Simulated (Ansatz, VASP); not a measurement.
# WSeS: VASP beside Ansatz

```xyz
3
Lattice="3.1856 0.0000 0.0000 -1.5928 2.7588 0.0000 0.0000 0.0000 30.2000" Properties=species:S:1:pos:R:3 pbc="T T T"
S     1.5928    0.9196    6.9926
W     0.0000    1.8392    8.5196
Se    1.5928    0.9196   10.2178
```

Alike in both runs: functional LDA; k mesh 12 × 12 × 1; occupations gaussian, width 0.03 eV; no spin polarisation.

Ansatz relaxed the structure, and its values are those at the end. VASP's run is a single point on that final structure, the one shown.

|  | VASP | Ansatz |
| --- | --- | --- |
| version | VASP 6.6.1 | Ansatz 0.2.0 |
| potentials or method | VASP PAW LDA potentials, release 64 (S, W_sv, Se), cutoff 400 eV | scalar-relativistic, plane waves, PAW |
| valence electrons in the cell | 26 | 36 |

VASP gave:

- gap on the k mesh at the Fermi level (eV): 1.84
- least direct gap on the mesh (eV): 1.89
- rms of the force components (eV/Å): 0.044

Q: Estimate Ansatz's values.

A: gap on the k mesh at the Fermi level (eV): 1.83; least direct gap on the mesh (eV): 1.88; rms of the force components (eV/Å): 0.001.

Ansatz warns that its potentials were made for another functional, while VASP's fit it. LDA's correlation is that of Perdew and Zunger in VASP and of Perdew and Wang (1992) in Ansatz. VASP's potentials hold 26 valence electrons a cell and Ansatz's 36, so a difference there can come from the potentials and not from the codes. Ansatz's warnings: slab cell height set, structure snapped to symmetry, xc potential rough in thin density.

Spin-orbit coupling is off throughout.
